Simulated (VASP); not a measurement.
# NaF in VASP: settings compared, part 2 of 2

VASP 6.6.1. Earlier steps stand in the parts before.

### 4 Single point, HSE06 (strain +4.0%)

File POSCAR:

```
NaF
1.0
    2.9046659103      0.0000000000      0.0000000000
    0.0000000000      2.9046659103      0.0000000000
    0.0000000000      0.0000000000      2.9046659103
Na F
1 1
Direct
    0.0000000000      0.0000000000      0.0000000000
    0.5000000000      0.5000000000      0.5000000000
```

File INCAR.step1:

```
PREC = Accurate
ENCUT = 520
EDIFF = 1E-5
ISMEAR = 0
SIGMA = 0.01
LREAL = F
LASPH = T
NELM = 60
ALGO = Normal
ISIF = 2
LWAVE = T
GGA = PE
NBANDS = 14
```

File INCAR.step2:

```
PREC = Accurate
ENCUT = 520
EDIFF = 1E-6
ISMEAR = 0
SIGMA = 0.01
LREAL = F
LASPH = T
NELM = 60
ALGO = Normal
ISIF = 2
LWAVE = F
LCHARG = T
GGA = PE
LHFCALC = T
HFSCREEN = 0.2079
PRECFOCK = Normal
LELF = T
LVHAR = T
ISTART = 1
NBANDS = 14
```

File KPOINTS:

```
Automatic mesh
0
Gamma
  6 6 6
```

Potentials or basis: VASP PAW PBE potentials, release 64 (Na_pv, F).

The run is started by

```sh
> cat potpaw_PBE.64/Na_pv/POTCAR potpaw_PBE.64/F/POTCAR > POTCAR
> cp INCAR.step1 INCAR
> mpirun -np 1 vasp_std > vasp.out
> cp INCAR.step2 INCAR
> mpirun -np 1 vasp_std > vasp.out
```

OUTCAR:

```text
PREC = Accurate
   ENCUT = 520
   EDIFF = 1E-6
   ISMEAR = 0
   LREAL = F
   LASPH = T
   NELM = 60
   ISIF = 2
   GGA = PE
   LHFCALC = T
   HFSCREEN = 0.2079
   PRECFOCK = Normal
   ISTART = 1

 ion  position               nearest neighbor table
   1  0.000  0.000  0.000-
   2  0.500  0.500  0.500-

  LATTYP: Found a simple cubic cell.
 ALAT       =     2.9046659103

  Lattice vectors:

 A1 = (   2.9046659103,   0.0000000000,   0.0000000000)
 A2 = (   0.0000000000,   2.9046659103,   0.0000000000)
 A3 = (   0.0000000000,   0.0000000000,   2.9046659103)

Analysis of symmetry for initial positions (statically):
=====================================================================
 Subroutine PRICEL returns:
 Original cell was already a primitive cell.

 Routine SETGRP: Setting up the symmetry group for a
 simple cubic supercell.

 Subroutine GETGRP returns: Found 48 space group operations
 (whereof 48 operations were pure point group operations)
 out of a pool of 48 trial point group operations.

The static configuration has the point symmetry O_h .

Analysis of symmetry for dynamics (positions and initial velocities):
=====================================================================
 Subroutine PRICEL returns:
 Original cell was already a primitive cell.

 Routine SETGRP: Setting up the symmetry group for a
 simple cubic supercell.

 Subroutine GETGRP returns: Found 48 space group operations
 (whereof 48 operations were pure point group operations)
 out of a pool of 48 trial point group operations.

The dynamic configuration has the point symmetry O_h .

 Subroutine INISYM returns: Found 48 space group operations
[... 123 lines left out ...]
   NKREDZ  =     1    reduce k-point grid by
   AEXX    =    0.2500 exact exchange contribution
   HFSCREEN=    0.2079 screening length (either q_TF or 0.3 A-1)
   HFSCREENC=   0.2079 screening length for correlation (either q_TF or 0.3 A-1)
   ENCUTFOCK=  -1.0 apply spherical cutoff to Coloumb kernel
   IVDW    =     0    specifies the selected vdW correction
   LEPSILON=     F    determine dielectric tensor
   LRPA    =     F    only Hartree local field effects (RPA)
 non-spin polarized calculation
 Gauss-broadening in eV      SIGMA  =   0.01
  energy-cutoff  :      520.00
  volume of cell :       24.51
 maximum number of plane-waves:       691
 NGX is ok and might be reduce to    24
  NGX = 18; NGY = 18; NGZ = 18

 number of electron      13.9999995 magnetization

 Free energy of the ion-electron system (eV)
  ---------------------------------------------------
  ext. energy  EPLUGINS =         0.00000000
  ---------------------------------------------------
  free energy    TOTEN  =        -9.97093107 eV

  energy without entropy =       -9.97093107  energy(sigma->0) =       -9.97093107

 E-fermi :  -2.7896     XC(G=0):  -7.6575

 val. band max:       -2.8632016571   @ k =   0.5000   0.5000   0.0000
 cond. band min:       4.6606789282   @ k =   0.0000   0.0000   0.0000
 fundamental gap:      7.5238805853
 Fermi energy:        -2.7896244252

 k-point     1 :       0.0000    0.0000    0.0000
  band No.  band energies     occupation
      1     -24.6640      2.00000
      2     -24.6640      2.00000
      3     -24.6640      2.00000
      4     -24.0462      2.00000
      5      -3.1681      2.00000
      6      -3.1681      2.00000
      7      -3.1681      2.00000
      8       4.6607      0.00000
      9      14.5986      0.00000
     10      14.5986      0.00000
     11      21.9819      0.00000
     12      21.9819      0.00000
     13      21.9819      0.00000
     14      29.4493      0.00000
[... 309 lines left out ...]
      1     -24.7942      2.00000
      2     -24.7942      2.00000
      3     -24.7942      2.00000
      4     -23.4432      2.00000
      5      -4.3312      2.00000
      6      -4.3312      2.00000
      7      -4.3312      2.00000
      8      12.9411      0.00000
      9      12.9411      0.00000
     10      12.9412      0.00000
     11      17.9394      0.00000
     12      17.9394      0.00000
     13      17.9394      0.00000
     14      20.7787      0.00000

------------------------ aborting loop because EDIFF is reached ----------------------------------------

  FORCE on cell =-STRESS in cart. coord.  units (eV):
  Direction    XX          YY          ZZ          XY          YZ          ZX
  --------------------------------------------------------------------------------------
  -------------------------------------------------------------------------------------
  Total       -0.5872539     -0.5872539     -0.5872539     -0.0000000     -0.0000000      0.0000000
  in kB      -38.3926355    -38.3926355    -38.3926355     -0.0000000     -0.0000000      0.0000000
  external PRESSURE =     -38.3926355 kB  Pullay stress =       0.0000000 kB

 VOLUME and BASIS-vectors are now :
 -----------------------------------------------------------------------------
  energy-cutoff  :      520.00
  volume of cell :       24.51
      direct lattice vectors                 reciprocal lattice vectors
     2.904665910  0.000000000  0.000000000     0.344273672  0.000000000  0.000000000
     0.000000000  2.904665910  0.000000000     0.000000000  0.344273672  0.000000000
     0.000000000  0.000000000  2.904665910     0.000000000  0.000000000  0.344273672

 POSITION                                       TOTAL-FORCE (eV/Angst)
 -----------------------------------------------------------------------------------
      0.00000      0.00000      0.00000         0.000000      0.000000      0.000000
      1.45233      1.45233      1.45233         0.000000      0.000000      0.000000
 -----------------------------------------------------------------------------------
    total drift:                                0.000001      0.000001      0.000001

  FREE ENERGIE OF THE ION-ELECTRON SYSTEM (eV)
  ---------------------------------------------------
  free  energy   TOTEN  =        -9.9709310706 eV

  energy  without entropy=       -9.9709310706  energy(sigma->0) =       -9.97093107
```

OUTCAR.step1:

```text
PREC = Accurate
   ENCUT = 520
   EDIFF = 1E-5
   ISMEAR = 0
   LREAL = F
   LASPH = T
[... 554 lines left out ...]
 -----------------------------------------------------------------------------------
      0.00000      0.00000      0.00000         0.000000      0.000000      0.000000
      1.45233      1.45233      1.45233         0.000000      0.000000      0.000000
 -----------------------------------------------------------------------------------
    total drift:                                0.000000      0.000000     -0.000000

  FREE ENERGIE OF THE ION-ELECTRON SYSTEM (eV)
  ---------------------------------------------------
  free  energy   TOTEN  =        -8.2482601595 eV

  energy  without entropy=       -8.2482601595  energy(sigma->0) =       -8.24826016
```

It took 18 min on 1 thread of AMD EPYC 7R43 (Zen 3), shared host; peak memory 0.2 GiB.

What came out:

* Free energy: -9.9709 eV
* Pressure: -3.8 GPa
* Band gap on the k mesh: 7.52 eV (least direct gap 7.83 eV)

Caveat: the cell differs from its parent crystal (strain +4.0%); the cell stands under tension; the structure was generated, so it needn't be the stable form of NaF; the PAW data sets were made with another functional, which shifts forces and pressure a little. A k mesh can miss the band edges.

### 5 Single point, HSE06 (strain along [111] +5.2%)

File POSCAR:

```
NaF
1.0
    2.8416262610      0.0481410616      0.0481410616
    0.0481410616      2.8416262610      0.0481410616
    0.0481410616      0.0481410616      2.8416262610
Na F
1 1
Direct
    0.0000000000      0.0000000000      0.0000000000
    0.5000000000      0.5000000000      0.5000000000
```

File INCAR.step1:

```
PREC     = Accurate       # precision mode
ENCUT    = 520            # plane-wave cutoff, eV
EDIFF    = 1E-5           # SCF threshold, eV
ISMEAR   = 0              # smearing method
SIGMA    = 0.01           # smearing width, eV
LREAL    = F              # projectors in reciprocal space
LASPH    = T              # aspherical terms in the spheres
NELM     = 100            # most SCF steps
ALGO     = Normal         # electronic algorithm
ISIF     = 2              # what is computed and relaxed
LWAVE    = T              # write WAVECAR
LCHARG   = F              # write CHGCAR
GGA      = PE             # functional
NBANDS   = 14             # bands
```

File INCAR.step2:

```
PREC     = Accurate       # precision mode
ENCUT    = 520            # plane-wave cutoff, eV
EDIFF    = 1E-7           # SCF threshold, eV
ISMEAR   = 0              # smearing method
SIGMA    = 0.01           # smearing width, eV
LREAL    = F              # projectors in reciprocal space
LASPH    = T              # aspherical terms in the spheres
NELM     = 100            # most SCF steps
ALGO     = Normal         # electronic algorithm
ISIF     = 2              # what is computed and relaxed
LWAVE    = F              # write WAVECAR
LCHARG   = F              # write CHGCAR
GGA      = PE             # functional
LHFCALC  = T              # exact exchange
HFSCREEN = 0.2079         # screening, 1/A
PRECFOCK = Normal       
ISTART   = 1            
NBANDS   = 14             # bands
```

KPOINTS is that of step 4.

The run is started by

```sh
> cat potpaw_PBE.64/Na_pv/POTCAR potpaw_PBE.64/F/POTCAR > POTCAR
> cp INCAR.step1 INCAR
> mpirun -np 1 vasp_std > vasp.out
> cp INCAR.step2 INCAR
> mpirun -np 1 vasp_std > vasp.out
```

Run time: 14 min. Hardware: 1 thread of AMD EPYC 7R13 (Zen 3), shared host; peak memory 0.21 GiB.

The run converged. Its results:

| Property | Result |
| --- | --- |
| Free energy | -9.9938 eV |
| Pressure | -0.8 GPa |
| Band gap on the k mesh | 7.96 eV (least direct gap 8.22 eV) |

Stress tensor (GPa, compression positive):
```
-0.82  0.12  0.12
 0.12 -0.82  0.12
 0.12  0.12 -0.82
```

Levels at points of the mesh, in eV from the valence-band top:
| k point | band 4 | band 5 | band 6 | band 7 | band 8 | band 9 | band 10 | band 11 |
| --- | --- | --- | --- | --- | --- | --- | --- | --- |
| (0.00, 0.00, 0.00) | -21.34 | -0.36 | -0.36 | -0.26 | 7.96 | 17.86 | 17.86 | 25.45 |
| (0.50, 0.00, 0.00) | -20.59 | -2.56 | -0.25 | -0.16 | 12.76 | 13.79 | 21.97 | 23.11 |
| (0.50, 0.50, 0.00) | -20.85 | -1.90 | -1.81 | 0.00 | 13.93 | 16.95 | 17.58 | 17.66 |
| (0.50, 0.50, 0.50) | -20.62 | -1.67 | -1.59 | -1.59 | 15.74 | 16.68 | 16.68 | 20.91 |

Caveat: the cell differs from its parent crystal (strain along [111] +5.2%); the structure was generated, so it needn't be the stable form of NaF; the PAW data sets were made with another functional, which shifts forces and pressure a little. A k mesh can miss the band edges.

### 6 Overview

| level | cell | k mesh | smearing | grid for exact exchange (PRECFOCK) | share of exact exchange | screening parameter | gap on the mesh (eV) | pressure (GPa) |
| --- | --- | --- | --- | --- | --- | --- | --- | --- |
| PBE | a = 2.711, b = 2.711, c = 2.800 Å, 2 atoms | 10 × 10 × 10 | fermi-dirac 0.02 eV | - | - | - | 6.43 | 8.7 |
| r2SCAN | a = 2.842 Å, angles 88.0°, 2 atoms | 10 × 10 × 10 | gaussian 0.01 eV | - | - | - | 6.78 | -3.2 |
| HSE06 | a = 2.905 Å, 2 atoms | 6 × 6 × 6 | gaussian 0.01 eV | Normal | 0.25 | 0.2079 1/Å | 7.52 | -3.8 |
| HSE06 | a = 2.842 Å, angles 88.0°, 2 atoms | 6 × 6 × 6 | gaussian 0.01 eV | Normal | 0.25 | 0.2079 1/Å | 7.96 | -0.8 |

Alike in all rows: task single point; potentials or basis VASP PAW PBE potentials, release 64 (Na_pv, F); no spin polarisation; cutoff (eV) 520.

Caveats: the structure was generated, so it needn't be the stable form of NaF; the PAW data sets were made with another functional, which shifts forces and pressure a little (at least some runs); the cell stands under tension (at least some runs); the stress differs along the axes, from 5 to 11 GPa (at least some runs).

Total energies depend on the potentials used, so only differences within one code and one set of settings carry meaning.
